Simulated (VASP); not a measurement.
Here is a VASP 6.6.1 calculation.

The input INCAR:

```
SYSTEM = Cr
PREC = Accurate
ENCUT = 520
EDIFF = 1E-6
ISMEAR = -1
SIGMA = 0.05
LREAL = .FALSE.
LASPH = .TRUE.
NELM = 100
ALGO = Normal
ISIF = 2
LWAVE = .FALSE.
LCHARG = .FALSE.
GGA = PE
NBANDS = 19
```

Contents of KPOINTS:

```
regular mesh
0
G
  11 11 11
  0 0 0
```

POSCAR

```
Cr
1.0
    2.6609679324      0.0000000000      0.0000000000
    0.0000000000      2.6609679324      0.0000000000
    0.0000000000      0.0000000000      2.6609679324
Cr
2
Direct
    0.0000000000      0.0000000000      0.0000000000
    0.5000000000      0.5000000000      0.5000000000
```

Potentials or basis: VASP PAW PBE potentials, release 64 (Cr_pv).

The run is started by

```bash
$ cat potpaw_PBE.64/Cr_pv/POTCAR > POTCAR
$ mpirun -np 1 vasp_std > vasp.out
```

Q: Estimate the band gap on the k mesh.

A: Zero (bands 12 and 13 overlap by 1.71 eV).

Q: What does it give for the pressure?

A: 80.5 GPa.

Caveat: the cell stands under pressure; the run has no spin polarisation, though such a crystal can be magnetic. Spin polarisation is off, so any magnetic state and its effect on volume and gap are missing.
